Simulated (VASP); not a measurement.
# MgSi2N2 (Cmmm) in VASP: further runs

The runs below take MgSi2N2 through single point, relaxation of cell and atoms, with PBE.

Everything below comes from runs of VASP 6.6.1. Logs are shortened: lines on timing, memory, paths and dates and some standing lists are left out, and cuts for length are marked.

## (1) The cell of the first run

The structure is orthorhombic, space group Cmmm (No. 65). Conventional cell: a = 5.250 Å, b = 6.602 Å, c = 4.126 Å, α = 90.00°, β = 90.00°, γ = 90.00°. Within 3.6 Å of Mg (site symmetry mmm) lie 4 Si at 2.75 Å and 8 N at 2.92 to 3.54 Å. Si (site symmetry m2m) has 2 N at 1.67 Å within 2.2 Å. Within 2.1 Å of N (site symmetry mm2) lie 1 N at 1.55 Å and 2 Si at 1.67 Å.

## (2) Single point, PBE

Contents of INCAR:

```
SYSTEM = MgSi2N2
PREC     = Accurate       ! precision mode
ENCUT    = 520            ! plane-wave cutoff, eV
EDIFF    = 1E-6           ! SCF threshold, eV
ISMEAR   = 0              ! smearing method
SIGMA    = 0.1            ! smearing width, eV
LREAL    = .False.        ! projectors in reciprocal space
LASPH    = .True.         ! aspherical terms in the spheres
NELM     = 80             ! most SCF steps
ALGO     = Normal         ! electronic algorithm
ISIF     = 2              ! what is computed and relaxed
LWAVE    = .False.        ! write WAVECAR
LCHARG   = .False.        ! write CHGCAR
GGA      = PE             ! functional
NBANDS   = 18             ! bands
```

Contents of KPOINTS:

```
Automatic mesh
0
Gamma
  4 4 4
  0 0 0
```

Contents of POSCAR:

```
MgSi2N2
1.0
    2.6249371900     -3.3009344500      0.0000000000
    2.6249371900      3.3009344500      0.0000000000
    0.0000000000      0.0000000000      4.1256966300
Mg Si N
1 2 2
Direct
    0.5000000000      0.5000000000      0.5000000000
    0.2242521500      0.7757478500      0.0000000000
    0.7757478500      0.2242521500      0.0000000000
    0.0000000000      0.0000000000      0.1875532400
    0.0000000000      0.0000000000      0.8124467600
```

Potentials or basis: VASP PAW PBE potentials, release 64 (Mg, Si, N).

The run is started by

```
> cat potpaw_PBE.64/Mg/POTCAR potpaw_PBE.64/Si/POTCAR potpaw_PBE.64/N/POTCAR > POTCAR
> mpirun -np 1 vasp_std > vasp.out
```

OUTCAR:

```text
SYSTEM = MgSi2N2
   PREC = Accurate
   ENCUT = 520
   EDIFF = 1E-6
   ISMEAR = 0
   LREAL = .False.
   LASPH = .True.
   NELM = 80
   ISIF = 2
   GGA = PE

 ion  position               nearest neighbor table
   1  0.500  0.500  0.500-   2 2.75   3 2.75   2 2.75   3 2.75
   2  0.224  0.776  0.000-   4 1.67   5 1.67   3 2.65   3 2.65   1 2.75   1 2.75   3 2.96
   3  0.776  0.224  0.000-   4 1.67   5 1.67   2 2.65   2 2.65   1 2.75   1 2.75   2 2.96
   4  0.000  0.000  0.188-   5 1.55   3 1.67   2 1.67
   5  0.000  0.000  0.812-   4 1.55   3 1.67   2 1.67

  LATTYP: Found a base centered orthorhombic cell.
 ALAT       =     5.2498743800
 B/A-ratio  =     1.2575289278
 C/A-ratio  =     0.7858657810

  Lattice vectors:

 A1 = (   2.6249371900,  -3.3009344500,   0.0000000000)
 A2 = (   2.6249371900,   3.3009344500,   0.0000000000)
 A3 = (   0.0000000000,   0.0000000000,   4.1256966300)

Analysis of symmetry for initial positions (statically):
=====================================================================
 Subroutine PRICEL returns:
 Original cell was already a primitive cell.

 Routine SETGRP: Setting up the symmetry group for a
 base centered orthorhombic supercell.

 Subroutine GETGRP returns: Found  8 space group operations
 (whereof  8 operations were pure point group operations)
 out of a pool of  8 trial point group operations.

The static configuration has the point symmetry D_2h.

Analysis of symmetry for dynamics (positions and initial velocities):
=====================================================================
 Subroutine PRICEL returns:
 Original cell was already a primitive cell.

 Routine SETGRP: Setting up the symmetry group for a
 base centered orthorhombic supercell.

 Subroutine GETGRP returns: Found  8 space group operations
 (whereof  8 operations were pure point group operations)
 out of a pool of  8 trial point group operations.

The dynamic configuration has the point symmetry D_2h.

 Subroutine INISYM returns: Found  8 space group operations
 (whereof  8 operations are pure point group operations),
 and found     1 'primitive' translations

----------------------------------------------------------------------------------------

                                     Primitive cell

  volume of cell :      71.4962

  direct lattice vectors                    reciprocal lattice vectors
     2.624937190 -3.300934450  0.000000000     0.190480748 -0.151472260  0.000000000
     2.624937190  3.300934450  0.000000000     0.190480748  0.151472260  0.000000000
     0.000000000  0.000000000  4.125696630     0.000000000  0.000000000  0.242383309

  length of vectors
     4.217400087  4.217400087  4.125696630     0.243365488  0.243365488  0.242383309

  position of ions in fractional coordinates (direct lattice)
     0.500000000  0.500000000  0.500000000
     0.224252150  0.775747850  0.000000000
     0.775747850  0.224252150  0.000000000
     0.000000000  0.000000000  0.187553240
     0.000000000  0.000000000  0.812446760

  ion indices of the primitive-cell ions
   primitive index   ion index
                 1           1
                 2           2
                 3           3
                 4           4
                 5           5

----------------------------------------------------------------------------------------

 KPOINTS: Automatic mesh

Automatic generation of k-mesh.
 Grid dimensions read from file:
 generate k-points for:    4    4    4

 Generating k-lattice:

  Cartesian coordinates                     Fractional coordinates (reciprocal lattice)
     0.047620187 -0.037868065  0.000000000     0.250000000  0.000000000  0.000000000
     0.047620187  0.037868065  0.000000000     0.000000000  0.250000000  0.000000000
     0.000000000  0.000000000  0.060595827     0.000000000  0.000000000  0.250000000

  Length of vectors
     0.060841372  0.060841372  0.060595827

  Shift w.r.t. Gamma in fractional coordinates (k-lattice)
     0.000000000  0.000000000  0.000000000

 Subroutine IBZKPT returns following result:
 ===========================================

 Found     21 irreducible k-points:

 Following reciprocal coordinates:
            Coordinates               Weight
  0.000000  0.000000  0.000000      1.000000
  0.250000  0.000000  0.000000      4.000000
  0.500000  0.000000  0.000000      2.000000
  0.250000  0.250000  0.000000      2.000000
  0.500000  0.250000  0.000000      4.000000
 -0.250000  0.250000  0.000000      2.000000
[... 13 lines left out ...]
 -0.250000  0.250000  0.500000      2.000000
  0.500000  0.500000  0.500000      1.000000
   k-points           NKPTS =     21   k-points in BZ     NKDIM =     21   number of bands    NBANDS=     18
   number of dos      NEDOS =    301   number of ions     NIONS =      5
   total plane-waves  NPLWV =  32768
   dimension x,y,z NGX =    32 NGY =   32 NGZ =   32
   dimension x,y,z NGXF=    64 NGYF=   64 NGZF=   64
   ions per type =               1   2   2
   NGX,Y,Z   is equivalent  to a cutoff of  12.61, 12.61, 12.89 a.u.
   NGXF,Y,Z  is equivalent  to a cutoff of  25.23, 25.23, 25.79 a.u.
 SYSTEM =  MgSi2N2
   PREC   = accura    normal or accurate (medium, high low for compatibility)
   ISTART =      0    job   : 0-new  1-cont  2-samecut
   ICHARG =      2    charge: 1-file 2-atom 10-const
   ISPIN  =      1    spin polarized calculation?
   LNONCOLLINEAR =      F non collinear calculations
   LSORBIT =      F    spin-orbit coupling
   LASPH  =      T    aspherical Exc in radial PAW
   ENCUT  =  520.0 eV  38.22 Ry    6.18 a.u.   7.84  7.84  7.67*2*pi/ulx,y,z
   NELM   =     80;   NELMIN=  2; NELMDL= -5     # of ELM steps
   EDIFF  = 0.1E-05   stopping-criterion for ELM
   LREAL  =      F    real-space projection
   EDIFFG = 0.1E-04   stopping-criterion for IOM
   NSW    =      0    number of steps for IOM
   IBRION =     -1    ionic relax: 0-MD 1-quasi-New 2-CG
   NFREE  =      0    steps in history (QN), initial steepest desc. (CG)
   ISIF   =      2    stress and relaxation
   ISYM   =      2    0-nonsym 1-usesym 2-fastsym
   POTIM  = 0.5000    time-step for ionic-motion
   TEBEG  =    0.0;   TEEND  =   0.0 temperature during run
   PSTRESS=    0.0 pullay stress
   NELECT =      20.0000    total number of electrons
   NUPDOWN=      -1.0000    fix difference up-down
   EMIN   =  10.00;   EMAX   =-10.00  energy-range for DOS
   EFERMI =   0.00;   METHOD = LEGACY
   ISMEAR =     0;   SIGMA  =   0.10  broadening in eV -4-tet -1-fermi 0-gaus
   EFERMI_NEDOS =   21; number of points for ismear=-14 and -15
   IALGO  =     38    algorithm
   IMIX   =      4    mixing-type and parameters
     AMIX     =   0.40;   BMIX     =  1.00
     AMIX_MAG =   1.60;   BMIX_MAG =  1.00
  volume/ion in A,a.u.               =      14.30        96.50
  Fermi-wavevector in a.u.,A,eV,Ry     =   1.070674  2.023280 15.596932  1.146342
  Thomas-Fermi vector in A             =   2.206391
   LORBIT       =      0    0 simple, 1 ext, 2 COOP (PROOUT), +10 PAW based schemes
   GGA     = PE    functional components
   LHFCALC =     F    Hartree Fock is set to
   AEXX    =    0.0000 exact exchange contribution
   IVDW    =     0    specifies the selected vdW correction
   LEPSILON=     F    determine dielectric tensor
   LRPA    =     F    only Hartree local field effects (RPA)
 non-spin polarized calculation
 Gauss-broadening in eV      SIGMA  =   0.10
  energy-cutoff  :      520.00
  volume of cell :       71.50
 maximum number of plane-waves:      1954
   NGX = 15   NGY = 15   NGZ = 15

 number of electron      20.0000000 magnetization

 Free energy of the ion-electron system (eV)
  ---------------------------------------------------
  ext. energy  EPLUGINS =         0.00000000
  ---------------------------------------------------
  free energy    TOTEN  =       -25.31645569 eV

  energy without entropy =      -25.30390339  energy(sigma->0) =      -25.31017954

 E-fermi :   5.6709     XC(G=0):  -9.8579

 val. band max:        5.6358017821   @ k =   0.5000   0.2500   0.2500
 cond. band min:       5.7623588011   @ k =   0.2500   0.2500   0.0000
 fundamental gap:      0.1265570189
 Fermi energy:         5.6708728427

 k-point     1 :       0.0000    0.0000    0.0000
  band No.  band energies     occupation
      1     -15.6840      2.00000
      2      -6.5925      2.00000
      3      -4.5162      2.00000
      4      -3.0001      2.00000
      5      -0.6544      2.00000
      6      -0.3126      2.00000
[... 10 lines left out ...]
     17      12.6801      0.00000
     18      13.4688      0.00000

 k-point     2 :       0.2500    0.0000    0.0000
  band No.  band energies     occupation
      1     -15.6444      2.00000
      2      -6.5503      2.00000
      3      -5.1031      2.00000
      4      -2.5412      2.00000
      5      -1.1391      2.00000
      6       0.2961      2.00000
[... 10 lines left out ...]
     17      11.9678      0.00000
     18      14.0576      0.00000

 k-point     3 :       0.5000    0.0000    0.0000
  band No.  band energies     occupation
      1     -15.6039      2.00000
      2      -6.5070      2.00000
      3      -5.5414      2.00000
      4      -1.8925      2.00000
      5      -1.6748      2.00000
      6       0.4267      2.00000
[... 10 lines left out ...]
     17      12.0544      0.00000
     18      12.8593      0.00000

 k-point     4 :       0.2500    0.2500    0.0000
  band No.  band energies     occupation
      1     -15.6052      2.00000
      2      -6.5080      2.00000
      3      -5.3169      2.00000
      4      -3.0472      2.00000
      5      -1.0791      2.00000
      6       0.9338      2.00000
[... 312 lines left out ...]
      4      -1.8025      2.00000
      5      -0.3672      2.00000
      6       0.9253      2.00000
[... 10 lines left out ...]
     17      13.6767      0.00000
     18      13.8439      0.00000

 k-point    20 :      -0.2500    0.2500    0.5000
  band No.  band energies     occupation
      1     -15.5024      2.00000
      2      -7.5494      2.00000
      3      -5.1891      2.00000
      4      -1.1524      2.00000
      5      -0.1645      2.00000
      6      -0.0330      2.00000
[... 10 lines left out ...]
     17      13.8830      0.00000
     18      14.3085      0.00000

 k-point    21 :       0.5000    0.5000    0.5000
  band No.  band energies     occupation
      1     -15.4341      2.00000
      2      -7.4197      2.00000
      3      -5.6703      2.00000
      4      -1.6848      2.00000
      5      -0.5441      2.00000
      6       1.1003      2.00000
[... 10 lines left out ...]
     17      13.1667      0.00000
     18      14.7150      0.00000

------------------------ aborting loop because EDIFF is reached ----------------------------------------

  FORCE on cell =-STRESS in cart. coord.  units (eV):
  Direction    XX          YY          ZZ          XY          YZ          ZX
  --------------------------------------------------------------------------------------
  -------------------------------------------------------------------------------------
  Total       -3.2037458     19.9099341      6.5884065      0.0000000      0.0000000      0.0000000
  in kB      -71.7935665    446.1668537    147.6413023      0.0000000      0.0000000      0.0000000
  external PRESSURE =     174.0048631 kB  Pullay stress =       0.0000000 kB

 VOLUME and BASIS-vectors are now :
 -----------------------------------------------------------------------------
  energy-cutoff  :      520.00
  volume of cell :       71.50
      direct lattice vectors                 reciprocal lattice vectors
     2.624937190 -3.300934450  0.000000000     0.190480748 -0.151472260  0.000000000
     2.624937190  3.300934450  0.000000000     0.190480748  0.151472260  0.000000000
     0.000000000  0.000000000  4.125696630     0.000000000  0.000000000  0.242383309

 POSITION                                       TOTAL-FORCE (eV/Angst)
 -----------------------------------------------------------------------------------
      2.62494      0.00000      2.06285        -0.000000      0.000000      0.000000
      2.62494      1.82045      0.00000        -0.000000     -4.147863      0.000000
      2.62494     -1.82045      0.00000        -0.000000      4.147863      0.000000
      0.00000      0.00000      0.77379         0.000000      0.000000      3.436234
      0.00000      0.00000      3.35191         0.000000      0.000000     -3.436234
 -----------------------------------------------------------------------------------
    total drift:                               -0.000000     -0.000000      0.000000

  FREE ENERGIE OF THE ION-ELECTRON SYSTEM (eV)
  ---------------------------------------------------
  free  energy   TOTEN  =       -25.3164556915 eV

  energy  without entropy=      -25.3039033947  energy(sigma->0) =      -25.31017954
```

It took 8.6 s on 1 thread of Intel Xeon 6975P-C (Granite Rapids), shared host; peak memory 0.18 GiB.

Results:

- Free energy: -25.3165 eV
- Pressure: 17.4 GPa
- Largest force: 4.148 eV/Å
- Band gap on the k mesh: zero (band 10 reaches 7.00 eV, above the bottom of band 11 at 4.54 eV)

Forces in eV/Å, atoms in the order of the input:
```
Mg   0.000  0.000  0.000
Si   0.000 -4.148  0.000
Si   0.000  4.148  0.000
N    0.000  0.000  3.436
N    0.000  0.000 -3.436
```

Caveat: the k points lie up to 0.38 Å⁻¹ apart; forces of over 1 eV/Å act on the atoms, so gaps and moduli don't describe the material at rest.

## (3) Single point, PBE

This run uses another cell than the first one, of 14.67 Å³/atom, 1.026 times its volume.

Contents of INCAR:

```
PREC = Accurate
ENCUT = 520
EDIFF = 1E-6
ISMEAR = 0
SIGMA = 0.1
LREAL = F
LASPH = T
NELM = 100
ALGO = Normal
ISIF = 2
LWAVE = F
LCHARG = T
GGA = PE
LELF = T
LVHAR = T
NBANDS = 18
```

Contents of KPOINTS:

```
Automatic mesh
0
Gamma
  4 4 4
```

Contents of POSCAR:

```
MgSi2N2
1.0
    1.6332051662     -4.1327447149      0.0000000000
    1.6332051662      4.1327447149      0.0000000000
    0.0000000000      0.0000000000      5.4350133999
Mg Si N
1 2 2
Direct
    0.5000000000      0.5000000000      0.5000000000
    0.1474931476      0.8525068524      0.0000000000
    0.8525068524      0.1474931476      0.0000000000
    0.0000000000      0.0000000000      0.2383676392
    0.0000000000      0.0000000000      0.7616323608
```

Potentials or basis: VASP PAW PBE potentials, release 64 (Mg, Si, N).

The run is started by

```
> cat potpaw_PBE.64/Mg/POTCAR potpaw_PBE.64/Si/POTCAR potpaw_PBE.64/N/POTCAR > POTCAR
> mpirun -np 1 vasp_std > vasp.out
```

Run time: 13 s. Hardware: 1 thread of Intel Xeon 6975P-C (Granite Rapids), shared host; peak memory 0.22 GiB.

The run converged. Its results:

* Free energy: -31.3417 eV
* Pressure: -0.1 GPa
* Largest force: 0.022 eV/Å
* Band gap on the k mesh: zero (band 10 reaches 6.49 eV, above the bottom of band 11 at 5.62 eV)

Forces in eV/Å, atoms in the order of the input:
```
Mg   0.000  0.000  0.000
Si   0.000 -0.017  0.000
Si   0.000  0.017  0.000
N    0.000  0.000  0.022
N    0.000  0.000 -0.022
```

Stress tensor (GPa, compression positive):
```
-0.31  0.00  0.00
 0.00  0.01  0.00
 0.00  0.00 -0.03
```

Levels at points of the mesh, in eV from the Fermi level:
```csv
k point,band 6,band 7,band 8,band 9,band 10,band 11,band 12,band 13,band 14,band 15
"(0.00, 0.00, 0.00)",-5.14,-3.66,-2.38,-2.19,-0.75,0.49,1.42,2.41,4.11,4.74
"(0.50, 0.00, 0.00)",-6.23,-5.30,-4.19,-2.86,-2.25,1.80,2.16,2.86,3.93,3.99
"(0.50, 0.50, 0.00)",-4.06,-3.72,-2.34,-2.28,0.17,1.01,1.76,2.38,4.44,6.12
"(0.00, 0.00, 0.50)",-5.43,-5.03,-3.55,-2.38,-1.71,0.52,2.65,4.47,4.49,5.96
"(0.50, 0.00, 0.50)",-5.71,-5.47,-4.88,-4.31,-2.51,0.73,3.04,3.29,3.80,5.70
"(0.50, 0.50, 0.50)",-4.82,-3.95,-3.33,-2.48,0.59,1.33,1.84,3.62,4.53,4.54
```

Caveat: the k points lie up to 0.52 Å⁻¹ apart.

[end of part 1 of 3]
